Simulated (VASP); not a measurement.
# Sn (Pm-3m) in VASP: further runs

Sn is run at these levels: RPBE; tasks: single point.

All numbers are computed with VASP 6.6.1; they aren't measurements. Logs are shortened: lines on timing, memory, paths and dates and some standing lists are left out, and cuts for length are marked.

### Step 1. The cell of the first run

It takes space group Pm-3m (No. 221, cubic). Conventional cell: a = 3.195 Å, b = 3.195 Å, c = 3.195 Å, α = 90.00°, β = 90.00°, γ = 90.00°. Within 4.2 Å of Sn (site symmetry m-3m) lie 6 Sn at 3.20 Å.

### Step 2. Single point, RPBE (volume scaled by 1.08)

The input, INCAR:

```
SYSTEM = Sn
PREC = Accurate ; ENCUT = 520
EDIFF = 1E-7 ; ISMEAR = -1
SIGMA = 0.1 ; LREAL = .FALSE.
LASPH = .TRUE. ; NELM = 80
ALGO = Normal ; ISIF = 2
LWAVE = .FALSE. ; LCHARG = .FALSE.
GGA = RP ; NBANDS = 13
```

The input, KPOINTS:

```
regular mesh
0
G
  11 11 11
  0 0 0
```

The input, POSCAR:

```
Sn
1.0
    3.1953719940      0.0000000000      0.0000000000
    0.0000000000      3.1953719940      0.0000000000
    0.0000000000      0.0000000000      3.1953719940
Sn
1
Direct
    0.0000000000      0.0000000000      0.0000000000
```

Potentials or basis: VASP PAW PBE potentials, release 64 (Sn_d).

Started as:

```sh
cat potpaw_PBE.64/Sn_d/POTCAR > POTCAR
mpirun -np 1 vasp_std > vasp.out
```

OUTCAR:

```text
SYSTEM = Sn
   PREC = Accurate
   ENCUT = 520
   EDIFF = 1E-7
   ISMEAR = -1
   LREAL = .FALSE.
   LASPH = .TRUE.
   NELM = 80
   ISIF = 2
   GGA = RP

 ion  position               nearest neighbor table
   1  0.000  0.000  0.000-

  LATTYP: Found a simple cubic cell.
 ALAT       =     3.1953719940

  Lattice vectors:

 A1 = (   3.1953719940,   0.0000000000,   0.0000000000)
 A2 = (   0.0000000000,   3.1953719940,   0.0000000000)
 A3 = (   0.0000000000,   0.0000000000,   3.1953719940)

Analysis of symmetry for initial positions (statically):
=====================================================================
 Subroutine PRICEL returns:
 Original cell was already a primitive cell.

 Routine SETGRP: Setting up the symmetry group for a
 simple cubic supercell.

 Subroutine GETGRP returns: Found 48 space group operations
 (whereof 48 operations were pure point group operations)
 out of a pool of 48 trial point group operations.

The static configuration has the point symmetry O_h .

Analysis of symmetry for dynamics (positions and initial velocities):
=====================================================================
 Subroutine PRICEL returns:
 Original cell was already a primitive cell.

 Routine SETGRP: Setting up the symmetry group for a
 simple cubic supercell.

 Subroutine GETGRP returns: Found 48 space group operations
 (whereof 48 operations were pure point group operations)
 out of a pool of 48 trial point group operations.

The dynamic configuration has the point symmetry O_h .

 Subroutine INISYM returns: Found 48 space group operations
 (whereof 48 operations are pure point group operations),
 and found     1 'primitive' translations

----------------------------------------------------------------------------------------

                                     Primitive cell

  volume of cell :      32.6260

  direct lattice vectors                    reciprocal lattice vectors
     3.195371994  0.000000000  0.000000000     0.312952608  0.000000000  0.000000000
     0.000000000  3.195371994  0.000000000     0.000000000  0.312952608  0.000000000
     0.000000000  0.000000000  3.195371994     0.000000000  0.000000000  0.312952608

  length of vectors
     3.195371994  3.195371994  3.195371994     0.312952608  0.312952608  0.312952608

  position of ions in fractional coordinates (direct lattice)
     0.000000000  0.000000000  0.000000000

  ion indices of the primitive-cell ions
   primitive index   ion index
                 1           1

----------------------------------------------------------------------------------------

 KPOINTS: regular mesh

Automatic generation of k-mesh.
 Grid dimensions read from file:
 generate k-points for:   11   11   11

 Generating k-lattice:

  Cartesian coordinates                     Fractional coordinates (reciprocal lattice)
     0.028450237  0.000000000  0.000000000     0.090909091  0.000000000  0.000000000
     0.000000000  0.028450237  0.000000000     0.000000000  0.090909091  0.000000000
     0.000000000  0.000000000  0.028450237     0.000000000  0.000000000  0.090909091

  Length of vectors
     0.028450237  0.028450237  0.028450237

  Shift w.r.t. Gamma in fractional coordinates (k-lattice)
     0.000000000  0.000000000  0.000000000

 Subroutine IBZKPT returns following result:
 ===========================================

 Found     56 irreducible k-points:

 Following reciprocal coordinates:
            Coordinates               Weight
  0.000000  0.000000  0.000000      1.000000
  0.090909  0.000000  0.000000      6.000000
  0.181818  0.000000  0.000000      6.000000
  0.272727  0.000000  0.000000      6.000000
  0.363636  0.000000  0.000000      6.000000
  0.454545  0.000000  0.000000      6.000000
[... 16 lines left out ...]
  0.181818  0.090909  0.090909     24.000000
  0.272727  0.090909  0.090909     24.000000
 [... further k-points ...]
   k-points           NKPTS =     56   k-points in BZ     NKDIM =     56   number of bands    NBANDS=     13
   number of dos      NEDOS =    301   number of ions     NIONS =      1
   total plane-waves  NPLWV =  13824
   dimension x,y,z NGX =    24 NGY =   24 NGZ =   24
   dimension x,y,z NGXF=    48 NGYF=   48 NGZF=   48
   ions per type =               1
   NGX,Y,Z   is equivalent  to a cutoff of  12.49, 12.49, 12.49 a.u.
   NGXF,Y,Z  is equivalent  to a cutoff of  24.97, 24.97, 24.97 a.u.
 SYSTEM =  Sn
   PREC   = accura    normal or accurate (medium, high low for compatibility)
   ISTART =      0    job   : 0-new  1-cont  2-samecut
   ICHARG =      2    charge: 1-file 2-atom 10-const
   ISPIN  =      1    spin polarized calculation?
   LNONCOLLINEAR =      F non collinear calculations
   LSORBIT =      F    spin-orbit coupling
   LASPH  =      T    aspherical Exc in radial PAW
   ENCUT  =  520.0 eV  38.22 Ry    6.18 a.u.   5.94  5.94  5.94*2*pi/ulx,y,z
   NELM   =     80;   NELMIN=  2; NELMDL= -5     # of ELM steps
   EDIFF  = 0.1E-06   stopping-criterion for ELM
   LREAL  =      F    real-space projection
   EDIFFG = 0.1E-05   stopping-criterion for IOM
   NSW    =      0    number of steps for IOM
   IBRION =     -1    ionic relax: 0-MD 1-quasi-New 2-CG
   NFREE  =      0    steps in history (QN), initial steepest desc. (CG)
   ISIF   =      2    stress and relaxation
   ISYM   =      2    0-nonsym 1-usesym 2-fastsym
   POTIM  = 0.5000    time-step for ionic-motion
   TEBEG  =    0.0;   TEEND  =   0.0 temperature during run
   PSTRESS=    0.0 pullay stress
   NELECT =      14.0000    total number of electrons
   NUPDOWN=      -1.0000    fix difference up-down
   EMIN   =  10.00;   EMAX   =-10.00  energy-range for DOS
   EFERMI =   0.00;   METHOD = LEGACY
   ISMEAR =    -1;   SIGMA  =   0.10  broadening in eV -4-tet -1-fermi 0-gaus
   EFERMI_NEDOS =   21; number of points for ismear=-14 and -15
   IALGO  =     38    algorithm
   IMIX   =      4    mixing-type and parameters
     AMIX     =   0.40;   BMIX     =  1.00
     AMIX_MAG =   1.60;   BMIX_MAG =  1.00
  volume/ion in A,a.u.               =      32.63       220.17
  Fermi-wavevector in a.u.,A,eV,Ry     =   1.234798  2.333431 20.745174  1.524727
  Thomas-Fermi vector in A             =   2.369474
   LORBIT       =      0    0 simple, 1 ext, 2 COOP (PROOUT), +10 PAW based schemes
   GGA     = RP    functional components
   LHFCALC =     F    Hartree Fock is set to
   AEXX    =    0.0000 exact exchange contribution
   IVDW    =     0    specifies the selected vdW correction
   LEPSILON=     F    determine dielectric tensor
   LRPA    =     F    only Hartree local field effects (RPA)
 non-spin polarized calculation
  energy-cutoff  :      520.00
  volume of cell :       32.63
 maximum number of plane-waves:       897
 NGX is ok and might be reduce to    24
   NGX = 11   NGY = 11   NGZ = 11

 number of electron      14.0000017 magnetization

 Free energy of the ion-electron system (eV)
  ---------------------------------------------------
  ext. energy  EPLUGINS =         0.00000000
  ---------------------------------------------------
  free energy    TOTEN  =        -3.38927395 eV

  energy without entropy =       -3.36404781  energy(sigma->0) =       -3.37666088

 E-fermi :   5.8749     XC(G=0):  -9.3278

 val. band max:        5.8449272553   @ k =   0.4545   0.4545   0.3636
 cond. band min:       5.8946033242   @ k =   0.2727   0.2727   0.0000
 fundamental gap:      0.0496760689
 Fermi energy:         5.8748540086

 k-point     1 :       0.0000    0.0000    0.0000
  band No.  band energies     occupation
      1     -15.5982      2.00000
      2     -15.5982      2.00000
      3     -15.3382      2.00000
      4     -15.3382      2.00000
      5     -15.3382      2.00000
      6      -3.9878      2.00000
      7      10.8248      0.00000
      8      10.8248      0.00000
      9      10.8248      0.00000
     10      14.0839      0.00000
     11      14.0839      0.00000
     12      15.0353      0.00000
     13      25.1416      0.00000

 k-point     2 :       0.0909    0.0000    0.0000
  band No.  band energies     occupation
      1     -15.5973      2.00000
      2     -15.5812      2.00000
      3     -15.3436      2.00000
      4     -15.3436      2.00000
      5     -15.3378      2.00000
      6      -3.8701      2.00000
      7       9.4113      0.00000
      8      10.9463      0.00000
      9      10.9463      0.00000
     10      14.1794      0.00000
     11      14.6985      0.00000
     12      16.1237      0.00000
     13      24.0592      0.00000

 k-point     3 :       0.1818    0.0000    0.0000
  band No.  band energies     occupation
      1     -15.5947      2.00000
      2     -15.5354      2.00000
      3     -15.3579      2.00000
      4     -15.3579      2.00000
      5     -15.3366      2.00000
      6      -3.5196      2.00000
      7       7.2202      0.00000
      8      11.2978      0.00000
      9      11.2978      0.00000
     10      14.4663      0.00000
     11      15.0594      0.00000
     12      18.8026      0.00000
     13      22.2898      0.00000

 k-point     4 :       0.2727    0.0000    0.0000
  band No.  band energies     occupation
      1     -15.5914      2.00000
      2     -15.4753      2.00000
      3     -15.3766      2.00000
      4     -15.3766      2.00000
      5     -15.3351      2.00000
      6      -2.9510      2.00000
      7       5.1464      1.99863
      8      11.8330      0.00000
      9      11.8330      0.00000
     10      14.9441      0.00000
     11      15.5378      0.00000
     12      20.5938      0.00000
     13      21.0689      0.00000

 k-point     5 :       0.3636    0.0000    0.0000
  band No.  band energies     occupation
      1     -15.5884      2.00000
      2     -15.4200      2.00000
      3     -15.3937      2.00000
      4     -15.3937      2.00000
      5     -15.3337      2.00000
      6      -2.2207      2.00000
      7       3.3778      2.00000
      8      12.4447      0.00000
      9      12.4447      0.00000
     10      15.6053      0.00000
     11      16.1825      0.00000
     12      19.0980      0.00000
     13      19.6242      0.00000

 k-point     6 :       0.4545    0.0000    0.0000
  band No.  band energies     occupation
      1     -15.5866      2.00000
      2     -15.4038      2.00000
      3     -15.4038      2.00000
      4     -15.3870      2.00000
      5     -15.3328      2.00000
      6      -1.5551      2.00000
      7       2.1842      2.00000
      8      12.9046      0.00000
      9      12.9046      0.00000
     10      16.3749      0.00000
     11      16.8900      0.00000
     12      17.9066      0.00000
     13      18.7430      0.00000

 k-point     7 :       0.0909    0.0909    0.0000
  band No.  band energies     occupation
      1     -15.5883      2.00000
      2     -15.5720      2.00000
      3     -15.3490      2.00000
      4     -15.3433      2.00000
      5     -15.3429      2.00000
      6      -3.7524      2.00000
      7       9.4393      0.00000
      8       9.6238      0.00000
      9      11.0681      0.00000
     10      14.5122      0.00000
     11      15.8527      0.00000
     12      16.4198      0.00000
     13      22.5175      0.00000
[... 193 lines left out ...]
 k-point    20 :       0.4545    0.3636    0.0000
  band No.  band energies     occupation
      1     -15.4935      2.00000
      2     -15.4771      2.00000
      3     -15.3977      2.00000
      4     -15.3867      2.00000
      5     -15.2831      2.00000
      6       0.2443      2.00000
      7       3.7601      2.00000
      8       5.5391      1.93270
      9      10.1679      0.00000
     10      14.6000      0.00000
     11      18.3903      0.00000
     12      19.3576      0.00000
     13      20.2893      0.00000

 k-point    21 :       0.4545    0.4545    0.0000
  band No.  band energies     occupation
      1     -15.4904      2.00000
      2     -15.4844      2.00000
      3     -15.3966      2.00000
      4     -15.3965      2.00000
      5     -15.2556      2.00000
      6       0.9748      2.00000
      7       4.1893      2.00000
      8       4.3141      2.00000
      9       9.2413      0.00000
     10      15.0751      0.00000
     11      19.1059      0.00000
     12      19.5907      0.00000
     13      20.9795      0.00000

 k-point    22 :       0.0909    0.0909    0.0909
  band No.  band energies     occupation
      1     -15.5711      2.00000
      2     -15.5711      2.00000
      3     -15.3490      2.00000
      4     -15.3484      2.00000
      5     -15.3484      2.00000
      6      -3.6347      2.00000
      7       9.5565      0.00000
      8       9.5565      0.00000
      9       9.8438      0.00000
     10      15.9500      0.00000
     11      15.9500      0.00000
     12      16.6530      0.00000
     13      22.3825      0.00000

 k-point    23 :       0.1818    0.0909    0.0909
  band No.  band energies     occupation
      1     -15.5687      2.00000
      2     -15.5250      2.00000
      3     -15.3635      2.00000
      4     -15.3630      2.00000
      5     -15.3473      2.00000
      6      -3.2845      2.00000
      7       7.4461      0.00000
      8       9.8973      0.00000
      9      10.1157      0.00000
     10      16.2333      0.00000
     11      16.5984      0.00000
     12      18.8047      0.00000
     13      20.4218      0.00000

 k-point    24 :       0.2727    0.0909    0.0909
  band No.  band energies     occupation
      1     -15.5656      2.00000
      2     -15.4644      2.00000
      3     -15.3827      2.00000
      4     -15.3821      2.00000
      5     -15.3457      2.00000
      6      -2.7162      2.00000
      7       5.3755      1.98653
      8      10.4243      0.00000
      9      10.6675      0.00000
     10      16.6478      0.00000
     11      16.7433      0.00000
     12      18.7237      0.00000
     13      19.2445      0.00000

 [... further k-points ...]
[... 5 lines left out ...]
  --------------------------------------------------------------------------------------
  -------------------------------------------------------------------------------------
  Total       -0.4903800     -0.4903800     -0.4903800      0.0000000      0.0000000      0.0000000
  in kB      -24.0812521    -24.0812521    -24.0812521      0.0000000      0.0000000      0.0000000
  external PRESSURE =     -24.0812521 kB  Pullay stress =       0.0000000 kB

 VOLUME and BASIS-vectors are now :
 -----------------------------------------------------------------------------
  energy-cutoff  :      520.00
  volume of cell :       32.63
      direct lattice vectors                 reciprocal lattice vectors
     3.195371994  0.000000000  0.000000000     0.312952608  0.000000000  0.000000000
     0.000000000  3.195371994  0.000000000     0.000000000  0.312952608  0.000000000
     0.000000000  0.000000000  3.195371994     0.000000000  0.000000000  0.312952608

 POSITION                                       TOTAL-FORCE (eV/Angst)
 -----------------------------------------------------------------------------------
      0.00000      0.00000      0.00000         0.000000      0.000000      0.000000
 -----------------------------------------------------------------------------------
    total drift:                               -0.000000      0.000000     -0.000000

  FREE ENERGIE OF THE ION-ELECTRON SYSTEM (eV)
  ---------------------------------------------------
  free  energy   TOTEN  =        -3.3892739515 eV

  energy  without entropy=       -3.3640478111  energy(sigma->0) =       -3.37666088
```

Wall time 12 s (1 thread of AMD EPYC 9R45 (Zen 5), shared host); peak memory 0.11 GiB.

Results:

| Property | Result |
| --- | --- |
| Free energy | -3.3893 eV |
| Pressure | -2.4 GPa |
| Band gap on the k mesh | zero (band 7 reaches 10.82 eV, above the bottom of band 8 at 4.31 eV) |

Caveat: the PAW data sets were made with another functional, which shifts forces and pressure a little; spin-orbit coupling is left out, which moves the levels of the heavy elements.

### Step 3. Single point, RPBE (volume scaled by 1.12)

The input, INCAR:

```
SYSTEM = Sn
PREC     = Accurate       ! precision mode
ENCUT    = 520            ! plane-wave cutoff, eV
EDIFF    = 1E-6           ! SCF threshold, eV
ISMEAR   = -1             ! smearing method
SIGMA    = 0.1            ! smearing width, eV
LREAL    = .False.        ! projectors in reciprocal space
LASPH    = .True.         ! aspherical terms in the spheres
NELM     = 60             ! most SCF steps
ALGO     = Normal         ! electronic algorithm
ISIF     = 2              ! what is computed and relaxed
LWAVE    = .False.        ! write WAVECAR
LCHARG   = .True.         ! write CHGCAR
GGA      = RP             ! functional
LELF     = .True.         ! ELF
LVHAR    = .True.       
NBANDS   = 13             ! bands
```

The input, KPOINTS:

```
Automatic mesh
0
Gamma
  11 11 11
  0 0 0
```

The input, POSCAR:

```
Sn
1.0
    3.2343437860      0.0000000000      0.0000000000
    0.0000000000      3.2343437860      0.0000000000
    0.0000000000      0.0000000000      3.2343437860
Sn
1
Direct
    0.0000000000      0.0000000000      0.0000000000
```

Potentials or basis: VASP PAW PBE potentials, release 64 (Sn_d).

Started as:

```sh
cat potpaw_PBE.64/Sn_d/POTCAR > POTCAR
mpirun -np 1 vasp_std > vasp.out
```

Run time: 12 s. Hardware: 1 thread of AMD EPYC 9R45 (Zen 5), shared host; peak memory 0.11 GiB.

It converged, with:

```yaml
Free_energy: -3.3676 eV
Pressure: -3.4 GPa
Band_gap_on_the_k_mesh: zero (band 7 reaches 10.32 eV, above the bottom of band 8 at 4.02 eV)
```

Levels at points of the mesh, in eV from the Fermi level:
| k point | band 5 | band 6 | band 7 | band 8 | band 9 | band 10 |
| --- | --- | --- | --- | --- | --- | --- |
| (0.00, 0.00, 0.00) | -21.23 | -9.66 | 4.80 | 4.80 | 4.80 | 8.07 |

Caveat: the PAW data sets were made with another functional, which shifts forces and pressure a little; spin-orbit coupling is left out, which moves the levels of the heavy elements.
